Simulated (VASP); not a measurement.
Set up this calculation in VASP 6.6.1, as the native input.

```yaml
Task: single point
Functional: PBEsol
Potentials_or_basis: VASP PAW PBE potentials, release 64 (Ba_sv, Ti_sv, O)
Cutoff: 520 eV
k_mesh: 6 × 6 × 6
Occupations: gaussian, width 0.01 eV
Spin: no spin polarisation
Dipole_correction: no
Further_INCAR_settings: ALGO = Normal; EDIFF = 1e-06; NBANDS = 28
```

The structure of BaTiO3 lies in POSCAR:

```
BaTiO3
1.0
    3.9556391154      0.0000000000      0.0000000000
    0.0000000000      3.9556391154      0.0000000000
    0.0000000000      0.0000000000      4.0437619379
Ba Ti O
1 1 3
Direct
    0.0000000000      0.0000000000     -0.0019236587
    0.5000000000      0.5000000000      0.4828712926
    0.5000000000      0.5000000000      0.0278128359
    0.5000000000      0.0000000000      0.5171197651
    0.0000000000      0.5000000000      0.5171197651
```

One way to write it, as run:

INCAR

```
PREC = Accurate ; ENCUT = 520
EDIFF = 1E-6 ; ISMEAR = 0
SIGMA = 0.01 ; LREAL = False
LASPH = True ; NELM = 60
ALGO = Normal ; ISIF = 2
LWAVE = False ; LCHARG = False
GGA = PS ; NBANDS = 28
```

KPOINTS

```
regular mesh
0
Gamma
  6 6 6
```

Potentials or basis: VASP PAW PBE potentials, release 64 (Ba_sv, Ti_sv, O).

Command:

```console
$ cat potpaw_PBE.64/Ba_sv/POTCAR potpaw_PBE.64/Ti_sv/POTCAR potpaw_PBE.64/O/POTCAR > POTCAR
$ mpirun -np 1 vasp_std > vasp.out
```

Results of the run:

The pressure is 1.9 GPa. The largest force is 0.054 eV/Å and the band gap on the k mesh is 1.78 eV, indirect (least direct gap 2.19 eV).

Caveat: the PAW data sets were made with another functional, which shifts forces and pressure a little; spin-orbit coupling is left out, which moves the levels of the heavy elements.

It took 38 s on 1 thread of Intel Xeon 6975P-C, on a shared host, peak memory 0.22 GiB.
